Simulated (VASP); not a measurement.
A run of VASP 6.6.1 is set up as follows.

INCAR

```
PREC     = Accurate       # precision mode
ENCUT    = 520            # plane-wave cutoff, eV
EDIFF    = 1E-6           # SCF threshold, eV
ISMEAR   = 0              # smearing method
SIGMA    = 0.05           # smearing width, eV
LREAL    = False          # projectors in reciprocal space
LASPH    = True           # aspherical terms in the spheres
NELM     = 100            # most SCF steps
ALGO     = Normal         # electronic algorithm
ISIF     = 2              # what is computed and relaxed
LWAVE    = False          # write WAVECAR
LCHARG   = False          # write CHGCAR
LDIPOL   = True         
IDIPOL   = 3            
DIPOL    = 0.5 0.5 0.500
GGA      = PE             # functional
NBANDS   = 56             # bands
```

The input KPOINTS:

```
regular mesh
0
Gamma
  7 7 1
```

Contents of POSCAR:

```
GaP
1.0
    3.8926748906      0.0000000000      0.0000000000
    0.0000000000      3.8926748906      0.0000000000
    0.0000000000      0.0000000000     27.3864156544
P Ga
5 5
Direct
    0.0000000000      0.5000000000      0.2738584010
    0.5000000000      0.0000000000      0.3743657783
    0.0000000000      0.5000000000      0.4748731557
    0.5000000000      0.0000000000      0.5753805330
    0.0000000000      0.5000000000      0.6758879103
    0.5000000000      0.5000000000      0.3241120897
    0.0000000000      0.0000000000      0.4246194670
    0.5000000000      0.5000000000      0.5251268443
    0.0000000000      0.0000000000      0.6256342217
    0.5000000000      0.5000000000      0.7261415990
```

Potentials or basis: VASP PAW PBE potentials, release 64 (P, Ga_d).

The run is started by

```console
$ cat potpaw_PBE.64/P/POTCAR potpaw_PBE.64/Ga_d/POTCAR > POTCAR
$ mpirun -np 1 vasp_std > vasp.out
```

(1) Estimate the band gap on the k mesh.

(2) Estimate the largest force.

Results:

(1) zero (bands 45 and 46 overlap by 0.44 eV).

(2) 0.611 eV/Å.
